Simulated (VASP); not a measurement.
# GaN (I-4m2) in VASP: notebook

The runs below take GaN through single point, with PBEsol.

Program: VASP 6.6.1. These are calculated values, not measurements. Logs are shortened: lines on timing, memory, paths and dates and some standing lists are left out, and cuts for length are marked.

## (1) The cell of the first run

Symmetry: I-4m2, No. 119, tetragonal system. Conventional cell: a = 3.197 Å, b = 3.197 Å, c = 4.485 Å, α = 90.00°, β = 90.00°, γ = 90.00°. Within 2.6 Å of Ga (site symmetry -4m2) lie 4 N at 1.95 Å. Within 2.6 Å of N (site symmetry -4m2) lie 4 Ga at 1.95 Å.

## (2) Single point, PBEsol (in-plane strain +0.005)

Contents of INCAR:

```
  ALGO = Normal
  EDIFF = 1E-6
  ENCUT = 520
  GGA = PS
  ISIF = 2
  ISMEAR = 0
  LASPH = True
  LCHARG = True
  LELF = True
  LREAL = False
  LVHAR = True
  LWAVE = False
  NBANDS = 16
  NELM = 100
  PREC = Accurate
  SIGMA = 0.01
```

Contents of KPOINTS:

```
k-points
0
Gamma
  10 10 10
```

Contents of POSCAR:

```
GaN
1.0
    2.2603829582      2.2603829582      0.0000000000
   -2.2603829582      2.2603829582      0.0000000000
    0.0000000000      2.2603829582      2.2423898600
Ga N
1 1
Direct
    0.0000000000      0.0000000000      0.0000000000
    0.2500000000      0.7500000000      0.5000000000
```

Potentials or basis: VASP PAW PBE potentials, release 64 (Ga_d, N).

Command:

```sh
> cat potpaw_PBE.64/Ga_d/POTCAR potpaw_PBE.64/N/POTCAR > POTCAR
> mpirun -np 1 vasp_std > vasp.out
```

OUTCAR:

```text
EDIFF = 1E-6
   ENCUT = 520
   GGA = PS
   ISIF = 2
   ISMEAR = 0
   LASPH = True
   LREAL = False
   NELM = 100
   PREC = Accurate

 ion  position               nearest neighbor table
   1  0.000  0.000  0.000-   2 1.95   2 1.95   2 1.95   2 1.95
   2  0.250  0.750  0.500-   1 1.95   1 1.95   1 1.95   1 1.95

  LATTYP: Found a body centered tetragonal cell.
 ALAT       =     3.1966642356
 C/A-ratio  =     1.4029561410

  Lattice vectors:

 A1 = (   2.2603829582,   0.0000000000,  -2.2423898600)
 A2 = (  -2.2603829582,   0.0000000000,  -2.2423898600)
 A3 = (   0.0000000000,   2.2603829582,   2.2423898600)

Analysis of symmetry for initial positions (statically):
=====================================================================
 Subroutine PRICEL returns:
 Original cell was already a primitive cell.

 Routine SETGRP: Setting up the symmetry group for a
 body centered tetragonal supercell.

 Subroutine GETGRP returns: Found  8 space group operations
 (whereof  8 operations were pure point group operations)
 out of a pool of 16 trial point group operations.

The static configuration has the point symmetry D_2d.

Analysis of symmetry for dynamics (positions and initial velocities):
=====================================================================
 Subroutine PRICEL returns:
 Original cell was already a primitive cell.

 Routine SETGRP: Setting up the symmetry group for a
 body centered tetragonal supercell.

 Subroutine GETGRP returns: Found  8 space group operations
 (whereof  8 operations were pure point group operations)
 out of a pool of 16 trial point group operations.

The dynamic configuration has the point symmetry D_2d.

 Subroutine INISYM returns: Found  8 space group operations
 (whereof  8 operations are pure point group operations),
 and found     1 'primitive' translations

----------------------------------------------------------------------------------------

                                     Primitive cell

  volume of cell :      22.9142

  direct lattice vectors                    reciprocal lattice vectors
     2.260382958  2.260382958  0.000000000     0.221201455  0.221201455 -0.222976392
    -2.260382958  2.260382958  0.000000000    -0.221201455  0.221201455 -0.222976392
     0.000000000  2.260382958  2.242389860     0.000000000  0.000000000  0.445952784

  length of vectors
     3.196664236  3.196664236  3.183966614     0.384159653  0.384159653  0.445952784

  position of ions in fractional coordinates (direct lattice)
     0.000000000  0.000000000  0.000000000
     0.250000000  0.750000000  0.500000000

  ion indices of the primitive-cell ions
   primitive index   ion index
                 1           1
                 2           2

----------------------------------------------------------------------------------------

 KPOINTS: k-points

Automatic generation of k-mesh.
 Grid dimensions read from file:
 generate k-points for:   10   10   10

 Generating k-lattice:

  Cartesian coordinates                     Fractional coordinates (reciprocal lattice)
     0.022120146  0.022120146 -0.022297639     0.100000000  0.000000000 -0.000000000
    -0.022120146  0.022120146 -0.022297639     0.000000000  0.100000000 -0.000000000
     0.000000000  0.000000000  0.044595278     0.000000000  0.000000000  0.100000000

  Length of vectors
     0.038415965  0.038415965  0.044595278

  Shift w.r.t. Gamma in fractional coordinates (k-lattice)
     0.000000000  0.000000000  0.000000000

 Subroutine IBZKPT returns following result:
 ===========================================

 Found    102 irreducible k-points:

 Following reciprocal coordinates:
            Coordinates               Weight
  0.000000  0.000000  0.000000      1.000000
  0.100000  0.000000 -0.000000      8.000000
  0.200000  0.000000 -0.000000      8.000000
  0.300000  0.000000 -0.000000      8.000000
  0.400000  0.000000 -0.000000      8.000000
  0.500000  0.000000 -0.000000      4.000000
[... 16 lines left out ...]
  0.300000  0.300000 -0.000000      8.000000
  0.400000  0.300000  0.000000     16.000000
 [... further k-points ...]
   k-points           NKPTS =    102   k-points in BZ     NKDIM =    102   number of bands    NBANDS=     16
   number of dos      NEDOS =    301   number of ions     NIONS =      2
   total plane-waves  NPLWV =  13824
   dimension x,y,z NGX =    24 NGY =   24 NGZ =   24
   dimension x,y,z NGXF=    48 NGYF=   48 NGZF=   48
   ions per type =               1   1
   NGX,Y,Z   is equivalent  to a cutoff of  12.48, 12.48, 12.53 a.u.
   NGXF,Y,Z  is equivalent  to a cutoff of  24.96, 24.96, 25.06 a.u.
 SYSTEM =  unknown system
   PREC   = accura    normal or accurate (medium, high low for compatibility)
   ISTART =      0    job   : 0-new  1-cont  2-samecut
   ICHARG =      2    charge: 1-file 2-atom 10-const
   ISPIN  =      1    spin polarized calculation?
   LNONCOLLINEAR =      F non collinear calculations
   LSORBIT =      F    spin-orbit coupling
   LASPH  =      T    aspherical Exc in radial PAW
   ENCUT  =  520.0 eV  38.22 Ry    6.18 a.u.   5.94  5.94  5.92*2*pi/ulx,y,z
   NELM   =    100;   NELMIN=  2; NELMDL= -5     # of ELM steps
   EDIFF  = 0.1E-05   stopping-criterion for ELM
   LREAL  =      F    real-space projection
   EDIFFG = 0.1E-04   stopping-criterion for IOM
   NSW    =      0    number of steps for IOM
   IBRION =     -1    ionic relax: 0-MD 1-quasi-New 2-CG
   NFREE  =      0    steps in history (QN), initial steepest desc. (CG)
   ISIF   =      2    stress and relaxation
   ISYM   =      2    0-nonsym 1-usesym 2-fastsym
   POTIM  = 0.5000    time-step for ionic-motion
   TEBEG  =    0.0;   TEEND  =   0.0 temperature during run
   PSTRESS=    0.0 pullay stress
   NELECT =      18.0000    total number of electrons
   NUPDOWN=      -1.0000    fix difference up-down
   EMIN   =  10.00;   EMAX   =-10.00  energy-range for DOS
   EFERMI =   0.00;   METHOD = LEGACY
   ISMEAR =     0;   SIGMA  =   0.01  broadening in eV -4-tet -1-fermi 0-gaus
   EFERMI_NEDOS =   21; number of points for ismear=-14 and -15
   IALGO  =     38    algorithm
   IMIX   =      4    mixing-type and parameters
     AMIX     =   0.40;   BMIX     =  1.00
     AMIX_MAG =   1.60;   BMIX_MAG =  1.00
  volume/ion in A,a.u.               =      11.46        77.32
  Fermi-wavevector in a.u.,A,eV,Ry     =   1.510534  2.854496 31.044605  2.281714
  Thomas-Fermi vector in A             =   2.620711
   LORBIT       =      0    0 simple, 1 ext, 2 COOP (PROOUT), +10 PAW based schemes
   GGA     = PS    functional components
   LHFCALC =     F    Hartree Fock is set to
   AEXX    =    0.0000 exact exchange contribution
   IVDW    =     0    specifies the selected vdW correction
   LEPSILON=     F    determine dielectric tensor
   LRPA    =     F    only Hartree local field effects (RPA)
 non-spin polarized calculation
 Gauss-broadening in eV      SIGMA  =   0.01
  energy-cutoff  :      520.00
  volume of cell :       22.91
 maximum number of plane-waves:       636
   NGX = 11   NGY = 11   NGZ = 11

 number of electron      18.0000003 magnetization

 Free energy of the ion-electron system (eV)
  ---------------------------------------------------
  ext. energy  EPLUGINS =         0.00000000
  ---------------------------------------------------
  free energy    TOTEN  =       -13.12134923 eV

  energy without entropy =      -13.12134923  energy(sigma->0) =      -13.12134923

 E-fermi :   5.1998     XC(G=0): -11.8958

 val. band max:        5.1611755011   @ k =   0.0000   0.0000   0.0000
 cond. band min:       6.8120546868   @ k =   0.0000   0.0000   0.0000
 fundamental gap:      1.6508791857
 Fermi energy:         5.1997746641

 k-point     1 :       0.0000    0.0000    0.0000
  band No.  band energies     occupation
      1     -10.7850      2.00000
      2      -8.2680      2.00000
      3      -8.2680      2.00000
      4      -8.2595      2.00000
      5      -7.9417      2.00000
      6      -7.9411      2.00000
[... 8 lines left out ...]
     15      23.7319      0.00000
     16      23.7319      0.00000

 k-point     2 :       0.1000    0.0000   -0.0000
  band No.  band energies     occupation
      1     -10.6725      2.00000
      2      -8.2542      2.00000
      3      -8.2492      2.00000
      4      -8.2270      2.00000
      5      -7.9428      2.00000
      6      -7.9427      2.00000
[... 8 lines left out ...]
     15      22.4612      0.00000
     16      22.6804      0.00000

 k-point     3 :       0.2000    0.0000   -0.0000
  band No.  band energies     occupation
      1     -10.3878      2.00000
      2      -8.2223      2.00000
      3      -8.2167      2.00000
      4      -8.0684      2.00000
      5      -7.9421      2.00000
      6      -7.9410      2.00000
[... 8 lines left out ...]
     15      21.7306      0.00000
     16      21.8556      0.00000

 k-point     4 :       0.3000    0.0000   -0.0000
  band No.  band energies     occupation
      1     -10.0831      2.00000
      2      -8.1942      2.00000
      3      -8.1882      2.00000
      4      -7.9295      2.00000
      5      -7.9265      2.00000
      6      -7.6740      2.00000
[... 8 lines left out ...]
     15      22.2538      0.00000
     16      22.2856      0.00000
[... 324 lines left out ...]
 k-point    22 :      -0.2000    0.2000    0.0000
  band No.  band energies     occupation
      1     -10.2668      2.00000
      2      -8.1694      2.00000
      3      -8.1639      2.00000
      4      -8.1215      2.00000
      5      -7.9248      2.00000
      6      -7.9141      2.00000
[... 8 lines left out ...]
     15      25.9409      0.00000
     16      26.4442      0.00000

 k-point    23 :       0.3000    0.3000   -0.0000
  band No.  band energies     occupation
      1      -9.7374      2.00000
      2      -8.1608      2.00000
      3      -8.0684      2.00000
      4      -7.9690      2.00000
      5      -7.9392      2.00000
      6      -6.4205      2.00000
[... 8 lines left out ...]
     15      22.7808      0.00000
     16      27.4242      0.00000

 k-point    24 :       0.4000    0.3000    0.0000
  band No.  band energies     occupation
      1      -9.7012      2.00000
      2      -8.1524      2.00000
      3      -8.0369      2.00000
      4      -7.9953      2.00000
      5      -7.9097      2.00000
      6      -6.1849      2.00000
[... 8 lines left out ...]
     15      24.7796      0.00000
     16      27.6487      0.00000

 [... further k-points ...]

------------------------ aborting loop because EDIFF is reached ----------------------------------------

  FORCE on cell =-STRESS in cart. coord.  units (eV):
  Direction    XX          YY          ZZ          XY          YZ          ZX
  --------------------------------------------------------------------------------------
  -------------------------------------------------------------------------------------
  Total       -0.2641868     -0.2641868     -0.1241596      0.0000000      0.0000000     -0.0000000
  in kB      -18.4721090    -18.4721090     -8.6813190      0.0000000      0.0000000     -0.0000000
  external PRESSURE =     -15.2085123 kB  Pullay stress =       0.0000000 kB

 VOLUME and BASIS-vectors are now :
 -----------------------------------------------------------------------------
  energy-cutoff  :      520.00
  volume of cell :       22.91
      direct lattice vectors                 reciprocal lattice vectors
     2.260382958  2.260382958  0.000000000     0.221201455  0.221201455 -0.222976392
    -2.260382958  2.260382958  0.000000000    -0.221201455  0.221201455 -0.222976392
     0.000000000  2.260382958  2.242389860     0.000000000  0.000000000  0.445952784

 POSITION                                       TOTAL-FORCE (eV/Angst)
 -----------------------------------------------------------------------------------
      0.00000      0.00000      0.00000        -0.000000     -0.000000      0.000000
     -1.13019      3.39057      1.12119         0.000000      0.000000      0.000000
 -----------------------------------------------------------------------------------
    total drift:                                0.000003     -0.000000      0.000000

  FREE ENERGIE OF THE ION-ELECTRON SYSTEM (eV)
  ---------------------------------------------------
  free  energy   TOTEN  =       -13.1213492348 eV

  energy  without entropy=      -13.1213492348  energy(sigma->0) =      -13.12134923
```

Run time: 62 s. Hardware: 1 thread of AMD EPYC 7R13, shared host; peak memory 0.13 GiB.

Results:

```yaml
Free_energy: -13.1213 eV
Pressure: -1.5 GPa
Band_gap_on_the_k_mesh: 1.65 eV, direct
```

Stress tensor (GPa, compression positive):
```
-1.85  0.00  0.00
 0.00 -1.85  0.00
 0.00  0.00 -0.87
```

Caveat: the cell differs from its parent crystal (in-plane strain +0.005); the PAW data sets were made with another functional, which shifts forces and pressure a little.

## (3) Single point, PBEsol (in-plane strain +0.01, then relaxed in part)

Contents of INCAR:

```
ALGO = Normal
EDIFF = 1E-6
ENCUT = 520
GGA = PS
ISIF = 2
ISMEAR = 0
LASPH = T
LCHARG = F
LREAL = F
LWAVE = F
NBANDS = 16
NELM = 60
PREC = Accurate
SIGMA = 0.01
```

KPOINTS is that of step 2.

Contents of POSCAR:

```
GaN
1.0
    2.2716286445      2.2716286445      0.0000000000
   -2.2716286445      2.2716286445      0.0000000000
    0.0000000000      2.2716286445      2.2244451531
Ga N
1 1
Direct
    0.0000000000      0.0000000000      0.0000000000
    0.2500000000      0.7500000000      0.5000000000
```

Potentials or basis: VASP PAW PBE potentials, release 64 (Ga_d, N).

Command:

```sh
> cat potpaw_PBE.64/Ga_d/POTCAR potpaw_PBE.64/N/POTCAR > POTCAR
> mpirun -np 1 vasp_std > vasp.out
```

Wall time 52 s (1 thread of AMD EPYC 7R13, shared host); peak memory 0.13 GiB.

It converged, with:

```
Free energy            : -13.1188 eV
Pressure               : -1.9 GPa
Band gap on the k mesh : 1.60 eV, direct
```

Stress tensor (GPa, compression positive):
```
-2.72  0.00  0.00
 0.00 -2.72  0.00
 0.00  0.00 -0.22
```

Levels at points of the mesh, in eV from the valence-band top:
```tsv
k point	band 7	band 8	band 9	band 10	band 11	band 12
(0.00, 0.00, 0.00)	-0.09	-0.09	0.00	1.60	10.09	10.14
(0.50, 0.00, 0.00)	-7.15	-1.11	-0.96	4.47	8.56	10.03
(0.50, 0.50, 0.00)	-6.31	-2.73	-2.73	3.21	6.59	11.39
(0.00, 0.00, 0.50)	-6.08	-2.89	-2.89	3.08	6.25	11.68
```

Caveat: the cell differs from its parent crystal (in-plane strain +0.01, then relaxed in part); the PAW data sets were made with another functional, which shifts forces and pressure a little.

## (4) Single point, PBEsol (in-plane strain +0.01)

Contents of INCAR:

```
SYSTEM = GaN
  PREC = Accurate
  ENCUT = 520
  EDIFF = 1E-7
  ISMEAR = 0
  SIGMA = 0.01
  LREAL = .FALSE.
  LASPH = .TRUE.
  NELM = 100
  ALGO = Normal
  ISIF = 2
  LWAVE = .FALSE.
  LCHARG = .FALSE.
  GGA = PS
  NBANDS = 16
```

Contents of KPOINTS:

```
Automatic mesh
0
G
  10 10 10
  0 0 0
```

Changes to POSCAR since step 3:

```diff
@@ -4,3 +4,3 @@
    -2.2716286445      2.2716286445      0.0000000000
-    0.0000000000      2.2716286445      2.2244451531
+    0.0000000000      2.2716286445      2.2356424482
 Ga N
```

Command:

```sh
> cat potpaw_PBE.64/Ga_d/POTCAR potpaw_PBE.64/N/POTCAR > POTCAR
> mpirun -np 1 vasp_std > vasp.out
```

Run time: 51 s. Hardware: 1 thread of AMD EPYC 7R13, shared host; peak memory 0.13 GiB.

Results (log left out):

- Free energy: -13.1182 eV
- Pressure: -2.8 GPa
- Band gap on the k mesh: 1.58 eV, direct

Stress tensor (GPa, compression positive):
```
-3.42  0.00  0.00
 0.00 -3.42  0.00
 0.00  0.00 -1.49
```

Levels at points of the mesh, in eV from the valence-band top:
```csv
k point,band 7,band 8,band 9,band 10,band 11,band 12
"(0.00, 0.00, 0.00)",-0.07,-0.07,0.00,1.58,10.08,10.12
"(0.50, 0.00, 0.00)",-7.11,-1.08,-0.96,4.45,8.54,10.06
"(0.50, 0.50, 0.00)",-6.25,-2.71,-2.71,3.21,6.55,11.39
"(0.00, 0.00, 0.50)",-6.08,-2.83,-2.83,3.11,6.30,11.62
```

Caveat: the cell differs from its parent crystal (in-plane strain +0.01); the PAW data sets were made with another functional, which shifts forces and pressure a little.

[end of part 1 of 2]
